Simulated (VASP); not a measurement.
Crystal: Cs.

```
Cs
1.0
    -3.12847    3.12847    3.12847
     3.12847   -3.12847    3.12847
     3.12847    3.12847   -3.12847
Cs
1
Cartesian
  0.0000 0.0000 0.0000
```

* Program: VASP 6.6.1
* Task: relaxation of cell and atoms
* Functional: LDA
* Potentials or basis: VASP PAW LDA potentials, release 64 (Cs_sv)
* Cutoff: 600 eV
* k mesh: 6 × 6 × 6
* Occupations: fermi-dirac, width 0.05 eV
* Spin: no spin polarisation

At the start: pressure -0.4 GPa; volume 122.48 Å³/atom.

Problem. Where does the relaxation end?

Solution. Over 5 steps the energy falls by 38.8 meV/atom and the volume is 97.08 Å³/atom (-20.7 %); space group Im-3m (No. 229, to 0.05 Å).

Step by step:
```csv
step,energy change (eV),largest force (eV/Å),pressure (GPa),volume (Å³)
1,0.0000,0.0000,-0.39,122.48
2,-0.0122,0.0000,-0.35,117.21
3,-0.0352,0.0000,-0.16,103.18
4,-0.0067,0.0000,0.68,78.56
5,-0.0388,0.0000,-0.03,97.08
```

Final structure:
```yaml
crystal:
  lattice:
    - [-2.89526, 2.89526, 2.89526]
    - [2.89526, -2.89526, 2.89526]
    - [2.89526, 2.89526, -2.89526]
  atoms:
    - { symbol: Cs, position: [0.00000, 0.00000, 0.00000] }
```

Caveat: the volume moved by over 15 % at a fixed basis, so the end points are rough.
